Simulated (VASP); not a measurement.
# WC: single point with PBE

The system is WC.

```
CELL_PARAMETERS angstrom
0.00000 2.06339 2.47607
2.06339 0.00000 2.47607
2.06339 2.06339 0.00000
ATOMIC_POSITIONS crystal
W 0.00000 0.00000 0.00000
C 0.50000 0.50000 0.50000
```

This cell differs from its parent crystal: ratio of the length along z to the lengths across it x 1.2, volume and fractional coordinates fixed.

```json
{"Program": "VASP 6.6.1", "Task": "single point", "Functional": "PBE", "Potentials or basis": "VASP PAW PBE potentials, release 64 (W_sv, C)", "Cutoff": "520 eV", "k mesh": "20 × 20 × 20", "Occupations": "gaussian, width 0.15 eV", "Spin": "no spin polarisation"}
```

- Pressure: 23.4 GPa
- Band gap on the k mesh: zero (bands 9 and 10 overlap by 3.77 eV)

Stress tensor (GPa, compression positive):
```
 48.17   0.00   0.00
  0.00  48.17   0.00
  0.00   0.00 -26.13
```

Levels at points of the mesh, in eV from the Fermi level:
```tsv
k point	band 7	band 8	band 9	band 10	band 11	band 12
(0.00, 0.00, 0.00)	-2.76	-1.66	-1.66	-1.42	-0.73	-0.73
(0.50, 0.00, 0.00)	-6.96	-6.63	0.95	1.79	3.03	4.58
(0.50, 0.50, 0.00)	-5.69	-1.59	-1.59	0.98	2.20	2.20
(0.50, 0.00, 0.50)	-4.68	-2.71	-2.51	0.48	0.98	3.58
```

Wall time 54 s on 1 thread of Intel(R) Xeon(R) 6975P-C (Granite Rapids) (shared host), peak memory 0.31 GiB.

Caveat: the cell stands under pressure; spin-orbit coupling is left out, which moves the levels of the heavy elements.
